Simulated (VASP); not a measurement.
The system is MgS.

```
Mg S
1.0
     4.03462    0.00000    0.00000
    -2.01731    3.49409    0.00000
     0.00000    0.00000    6.43229
Mg S
2 2
Direct
  0.66667 0.33333 0.49575
  0.33333 0.66667 0.99575
  0.33333 0.66667 0.37924
  0.66667 0.33333 0.87924
```

Program: VASP 6.6.1. Alike in all runs: task single point; potentials or basis VASP PAW PBE potentials, release 64 (Mg, S); no spin polarisation; cell as given; k mesh 6 × 6 × 2; cutoff (eV) 600; smearing gaussian 0.1 eV.

Order these runs on this cell by their band gap on the k mesh, lowest first.
A. level PBE
B. level revPBE
C. level PBEsol

C (3.27 eV), A (3.43 eV), B (3.60 eV).

Caveats: all runs use coarse meshes.
